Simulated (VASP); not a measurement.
Runs of VASP 6.6.1 on PtSe2 (Sudovikovite). The structure is that of space group P-3m1 (No. 164), or close to it. The cells are those of the table. 

```tsv
task	level	potentials or basis	U	cell	k mesh	cutoff (eV)	smearing	k mesh for the DOS	occupations for the DOS	gap on the mesh (eV)	pressure (GPa)	largest force (eV/Å)
single point	RPBE+D3(BJ)	VASP PAW PBE potentials, release 64 (Pt, Se)	-	a = 3.797, b = 3.797, c = 5.161 Å, angles 90.0, 90.0, 120.0°, 3 atoms	8 × 8 × 5	520	fermi-dirac 0.05 eV	-	-	none	-15.6	0.44
single point	PBEsol+D3(BJ)	VASP PAW PBE potentials, release 64 (Pt, Se)	-	a = 3.724, b = 3.724, c = 5.062 Å, angles 90.0, 90.0, 120.0°, 3 atoms	8 × 8 × 5	520	fermi-dirac 0.05 eV	-	-	none	-1.3	0.36
single point	PBE	VASP PAW PBE potentials, release 64 (Pt, Se)	-	a = 3.724, b = 3.724, c = 5.062 Å, angles 90.0, 90.0, 120.0°, 3 atoms	8 × 8 × 5	520	gaussian 0.024 eV	-	-	none	7.3	0.58
single point	RPBE+D3(BJ)	VASP PAW PBE potentials, release 64 (Pt, Se)	-	a = 3.724, b = 3.724, c = 5.062 Å, angles 90.0, 90.0, 120.0°, 3 atoms	8 × 8 × 5	520	fermi-dirac 0.05 eV	-	-	none	-10.2	(c)
single point	PBEsol	VASP PAW PBE potentials, release 64 (Pt, Se)	-	a = 3.648, b = 3.648, c = 4.959 Å, angles 90.0, 90.0, 120.0°, 3 atoms	8 × 8 × 5	520	fermi-dirac 0.05 eV	-	-	none	12.2	1.23
single point	PBE	VASP PAW PBE potentials, release 64 (Pt, Se)	-	a = 3.724, b = 3.724, c = 5.062 Å, angles 90.0, 90.0, 120.0°, 3 atoms	8 × 8 × 5	520	gaussian 0.011 eV	-	-	none	7.3	0.58
relaxation of cell and atoms	PBE	VASP PAW PBE potentials, release 64 (Pt, Se)	-	relaxed from a = 3.724, b = 3.724, c = 5.062 Å, angles 90.0, 90.0, 120.0°, 3 atoms	8 × 8 × 5	600	fermi-dirac 0.05 eV	-	-	(a)	0.0	0.01
single point	LDA	VASP PAW LDA potentials, release 64 (Pt, Se)	-	a = 3.749, b = 3.749, c = 5.096 Å, angles 90.0, 90.0, 120.0°, 3 atoms	8 × 8 × 5	520	fermi-dirac 0.05 eV	-	-	none	-2.6	0.01
single point	RPBE+D3(BJ)	VASP PAW PBE potentials, release 64 (Pt, Se)	-	a = 3.648, b = 3.648, c = 4.959 Å, angles 90.0, 90.0, 120.0°, 3 atoms	8 × 8 × 5	520	fermi-dirac 0.05 eV	-	-	none	(b)	1.24
```

Alike in all rows: no spin polarisation.

Problem. Fill in the values left out.

Solution. (a) 0.85; (b) -2.2; (c) 0.30.

Caveats: spin-orbit coupling is left out, which moves the levels of the heavy elements; the PAW data sets were made with another functional, which shifts forces and pressure a little (some runs); pairwise dispersion overbinds metals, which lowers pressure and volume (some runs); three body term missing (some runs); this functional lacks dispersion, which binds the layers, so the pressure and a relaxed spacing across them are unreliable (some runs).

A k mesh can miss the band edges, and the runs leave out spin-orbit coupling on Pt, Se.

A gap of «none» marks levels without a gap at the run's occupations.
